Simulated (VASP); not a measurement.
# Ti3Al5 (Cmmm) in VASP: single point with PBEsol

Aim: the single point of Ti3Al5 with PBEsol.

Everything below comes from runs of VASP 6.6.1. Logs are shortened: lines on timing, memory, paths and dates and some standing lists are left out, and cuts for length are marked.

## Step 1: The cell of the first run

Symmetry: Cmmm, No. 65, orthorhombic system. The conventional cell has a = 5.389 Å, b = 5.595 Å, c = 8.297 Å, α = 90.00°, β = 90.00°, γ = 90.00°. Ti (site symmetry mmm) has 4 Ti at 2.69 to 2.80 Å and 8 Al at 2.83 Å within 3.6 Å. Within 3.6 Å of Ti (site symmetry mmm) lie 12 Al at 2.69 to 2.86 Å. Ti (site symmetry mmm) has 4 Ti at 2.69 to 2.80 Å and 8 Al at 2.83 Å within 3.6 Å. Al (site symmetry 2) has 6 Al at 2.69 to 2.86 Å and 6 Ti at 2.83 to 2.86 Å within 3.6 Å. Al (site symmetry mmm) has 4 Ti at 2.69 to 2.80 Å and 8 Al at 2.86 Å within 3.6 Å.

## Step 2: Single point, PBEsol (strain +0.0375 x Voigt [0, 0, 0, 0, 0, 1])

File INCAR:

```
ALGO     = Fast           # electronic algorithm
EDIFF    = 1E-6           # SCF threshold, eV
ENCUT    = 520            # plane-wave cutoff, eV
GGA      = PS             # functional
ISIF     = 2              # what is computed and relaxed
ISMEAR   = 0              # smearing method
LASPH    = T              # aspherical terms in the spheres
LCHARG   = F              # write CHGCAR
LREAL    = F              # projectors in reciprocal space
LWAVE    = F              # write WAVECAR
NBANDS   = 36             # bands
NELM     = 80             # most SCF steps
PREC     = Accurate       # precision mode
SIGMA    = 0.15           # smearing width, eV
```

File KPOINTS:

```
k-points
0
Gamma
  10 10 6
```

File POSCAR:

```
Ti3Al5
1.0
    3.8832951200      0.0728117835      0.0000000000
    0.0728117835      3.8832951200      0.0000000000
    0.0000000000      0.0000000000      8.2968849545
Ti Al
3 5
Direct
    0.0000000000      0.0000000000      0.5000000000
    0.5000000000      0.5000000000      0.0000000000
    0.5000000000      0.5000000000      0.5000000000
    0.0000000000      0.5000000000      0.2523516175
    0.0000000000      0.5000000000      0.7476483825
    0.5000000000      0.0000000000      0.2523516175
    0.5000000000      0.0000000000      0.7476483825
    0.0000000000      0.0000000000      0.0000000000
```

Potentials or basis: VASP PAW PBE potentials, release 64 (Ti_sv, Al).

The run is started by

```console
$ cat potpaw_PBE.64/Ti_sv/POTCAR potpaw_PBE.64/Al/POTCAR > POTCAR
$ mpirun -np 1 vasp_std > vasp.out
```

OUTCAR:

```text
EDIFF = 1E-6
   ENCUT = 520
   GGA = PS
   ISIF = 2
   ISMEAR = 0
   LASPH = T
   LREAL = F
   NELM = 80
   PREC = Accurate

 ion  position               nearest neighbor table
   1  0.000  0.000  0.500-   3 2.69   3 2.69   3 2.80   3 2.80   7 2.83   4 2.83   4 2.83   5 2.83
                             5 2.83   6 2.83   7 2.83   6 2.83
   2  0.500  0.500  0.000-   8 2.69   8 2.69   8 2.80   8 2.80   4 2.86   6 2.86   7 2.86   5 2.86
                             4 2.86   5 2.86   6 2.86   7 2.86
   3  0.500  0.500  0.500-   1 2.69   1 2.69   1 2.80   1 2.80   7 2.83   4 2.83   6 2.83   7 2.83
                             5 2.83   4 2.83   5 2.83   6 2.83
   4  0.000  0.500  0.252-   6 2.69   6 2.69   6 2.80   6 2.80   3 2.83   3 2.83   1 2.83   1 2.83
                             2 2.86   2 2.86   8 2.86   8 2.86
   5  0.000  0.500  0.748-   7 2.69   7 2.69   7 2.80   7 2.80   3 2.83   3 2.83   1 2.83   1 2.83
                             2 2.86   2 2.86   8 2.86   8 2.86
   6  0.500  0.000  0.252-   4 2.69   4 2.69   4 2.80   4 2.80   3 2.83   1 2.83   1 2.83   3 2.83
                             2 2.86   2 2.86   8 2.86   8 2.86
   7  0.500  0.000  0.748-   5 2.69   5 2.69   5 2.80   5 2.80   3 2.83   1 2.83   1 2.83   3 2.83
                             2 2.86   2 2.86   8 2.86   8 2.86
   8  0.000  0.000  0.000-   2 2.69   2 2.69   2 2.80   2 2.80   7 2.86   4 2.86   4 2.86   5 2.86
                             5 2.86   6 2.86   7 2.86   6 2.86

  LATTYP: Found a base centered orthorhombic cell.
 ALAT       =     5.3888372137
 B/A-ratio  =     1.0382165605
 C/A-ratio  =     1.5396428999

  Lattice vectors:

 A1 = (  -0.0728117835,  -3.8832951200,   0.0000000000)
 A2 = (   3.8832951200,   0.0728117835,   0.0000000000)
 A3 = (   0.0000000000,   0.0000000000,   8.2968849545)

Analysis of symmetry for initial positions (statically):
=====================================================================
 Subroutine PRICEL returns:
 Original cell was already a primitive cell.

 Routine SETGRP: Setting up the symmetry group for a
 base centered orthorhombic supercell.

 Subroutine GETGRP returns: Found  8 space group operations
 (whereof  8 operations were pure point group operations)
 out of a pool of  8 trial point group operations.

The static configuration has the point symmetry D_2h.

Analysis of symmetry for dynamics (positions and initial velocities):
=====================================================================
 Subroutine PRICEL returns:
 Original cell was already a primitive cell.

 Routine SETGRP: Setting up the symmetry group for a
 base centered orthorhombic supercell.

 Subroutine GETGRP returns: Found  8 space group operations
 (whereof  8 operations were pure point group operations)
[... 126 lines left out ...]
   NUPDOWN=      -1.0000    fix difference up-down
   EMIN   =  10.00;   EMAX   =-10.00  energy-range for DOS
   EFERMI =   0.00;   METHOD = LEGACY
   ISMEAR =     0;   SIGMA  =   0.15  broadening in eV -4-tet -1-fermi 0-gaus
   EFERMI_NEDOS =   21; number of points for ismear=-14 and -15
   IALGO  =     68    algorithm
   IMIX   =      4    mixing-type and parameters
     AMIX     =   0.40;   BMIX     =  1.00
     AMIX_MAG =   1.60;   BMIX_MAG =  1.00
  volume/ion in A,a.u.               =      15.63       105.50
  Fermi-wavevector in a.u.,A,eV,Ry     =   1.213977  2.294084 20.051456  1.473740
  Thomas-Fermi vector in A             =   2.349412
   LORBIT       =      0    0 simple, 1 ext, 2 COOP (PROOUT), +10 PAW based schemes
   GGA     = PS    functional components
   LHFCALC =     F    Hartree Fock is set to
   AEXX    =    0.0000 exact exchange contribution
   IVDW    =     0    specifies the selected vdW correction
   LEPSILON=     F    determine dielectric tensor
   LRPA    =     F    only Hartree local field effects (RPA)
 non-spin polarized calculation
 RMM-DIIS sequential band-by-band and
 Gauss-broadening in eV      SIGMA  =   0.15
  energy-cutoff  :      520.00
  volume of cell :      125.07
 maximum number of plane-waves:      3388
 NGX is ok and might be reduce to    30
   NGX = 15   NGY = 15   NGZ = 31

 number of electron      51.0000006 magnetization

 Free energy of the ion-electron system (eV)
  ---------------------------------------------------
  ext. energy  EPLUGINS =         0.00000000
  ---------------------------------------------------
  free energy    TOTEN  =       -48.67923841 eV

  energy without entropy =      -48.62163700  energy(sigma->0) =      -48.65043771

 E-fermi :   8.5544     XC(G=0): -11.0863

 val. band max:        8.5512618146   @ k =   0.4000   0.4000   0.0000
 cond. band min:       8.5559415596   @ k =   0.4000   0.0000   0.0000
 fundamental gap:      0.0046797450
 Fermi energy:         8.5544057546

 k-point     1 :       0.0000    0.0000    0.0000
  band No.  band energies     occupation
      1     -47.9050      2.00000
      2     -47.7847      2.00000
      3     -47.4401      2.00000
      4     -24.3226      2.00000
      5     -24.3113      2.00000
      6     -24.2958      2.00000
[... 925 lines left out ...]
     35      11.3209      0.00000
     36      11.6867      0.00000

 [... further k-points ...]

------------------------ aborting loop because EDIFF is reached ----------------------------------------

  FORCE on cell =-STRESS in cart. coord.  units (eV):
  Direction    XX          YY          ZZ          XY          YZ          ZX
  --------------------------------------------------------------------------------------
  -------------------------------------------------------------------------------------
  Total        0.2920499      0.2920499     -0.1302313     -2.9510833      0.0000000      0.0000000
  in kB        3.7411439      3.7411439     -1.6682562    -37.8032287      0.0000000      0.0000000
  external PRESSURE =       1.9380106 kB  Pullay stress =       0.0000000 kB

 VOLUME and BASIS-vectors are now :
 -----------------------------------------------------------------------------
  energy-cutoff  :      520.00
  volume of cell :      125.07
      direct lattice vectors                 reciprocal lattice vectors
     3.883295120  0.072811784  0.000000000     0.257603827 -0.004830072  0.000000000
     0.072811784  3.883295120  0.000000000    -0.004830072  0.257603827  0.000000000
     0.000000000  0.000000000  8.296884954     0.000000000  0.000000000  0.120527162

 POSITION                                       TOTAL-FORCE (eV/Angst)
 -----------------------------------------------------------------------------------
      0.00000      0.00000      4.14844        -0.000000      0.000000      0.000000
      1.97805      1.97805      0.00000        -0.000000      0.000000      0.000000
      1.97805      1.97805      4.14844        -0.000000      0.000000      0.000000
      0.03641      1.94165      2.09373        -0.000000      0.000000     -0.002753
      0.03641      1.94165      6.20315         0.000000     -0.000000      0.002753
      1.94165      0.03641      2.09373         0.000000      0.000000     -0.002753
      1.94165      0.03641      6.20315        -0.000000     -0.000000      0.002753
      0.00000      0.00000      0.00000        -0.000000      0.000000      0.000000
 -----------------------------------------------------------------------------------
    total drift:                                0.000000      0.000000      0.000000

  FREE ENERGIE OF THE ION-ELECTRON SYSTEM (eV)
  ---------------------------------------------------
  free  energy   TOTEN  =       -48.6792384138 eV

  energy  without entropy=      -48.6216369971  energy(sigma->0) =      -48.65043771
```

OSZICAR:

```text
N       E                     dE             d eps       ncg     rms          rms(c)
DAV:   1     0.527010839079E+03    0.52701E+03   -0.23093E+04  8976   0.144E+03
DAV:   2     0.114635471519E+02   -0.51555E+03   -0.50113E+03  8972   0.448E+02
DAV:   3    -0.462820973473E+02   -0.57746E+02   -0.56243E+02 14308   0.130E+02
[... 28 lines left out ...]
RMM:  32    -0.486792335184E+02   -0.24394E-05   -0.27450E-05 10526   0.140E-02    0.220E-02
RMM:  33    -0.486792353564E+02   -0.18380E-05   -0.21486E-05 10516   0.128E-02    0.214E-02
RMM:  34    -0.486792365597E+02   -0.12033E-05   -0.16713E-05 10969   0.122E-02    0.200E-02
RMM:  35    -0.486792375866E+02   -0.10268E-05   -0.12988E-05  9949   0.110E-02    0.194E-02
RMM:  36    -0.486792384138E+02   -0.82728E-06   -0.99488E-06  9473   0.100E-02
   1 F= -.48679238E+02 E0= -.48650438E+02  d E =-.576014E-01
```

Run time: 35 min. Hardware: 1 thread of Oxide Virtual Turin-like, shared host; peak memory 0.5 GiB.

Results:

* Free energy: -48.6792 eV
* Pressure: 0.2 GPa
* Band gap on the k mesh: zero (an odd number of electrons rules out a gap without spin polarisation)

Forces in eV/Å, atoms in the order of the input:
```
Ti   0.000  0.000  0.000
Ti   0.000  0.000  0.000
Ti   0.000  0.000  0.000
Al   0.000  0.000 -0.003
Al   0.000  0.000  0.003
Al   0.000  0.000 -0.003
Al   0.000  0.000  0.003
Al   0.000  0.000  0.000
```

Stress tensor (GPa, compression positive):
```
 0.37 -3.78  0.00
-3.78  0.37  0.00
 0.00  0.00 -0.17
```

Caveat: the cell differs from its parent crystal (strain +0.0375 x Voigt [0, 0, 0, 0, 0, 1]); the PAW data sets were made with another functional, which shifts forces and pressure a little.
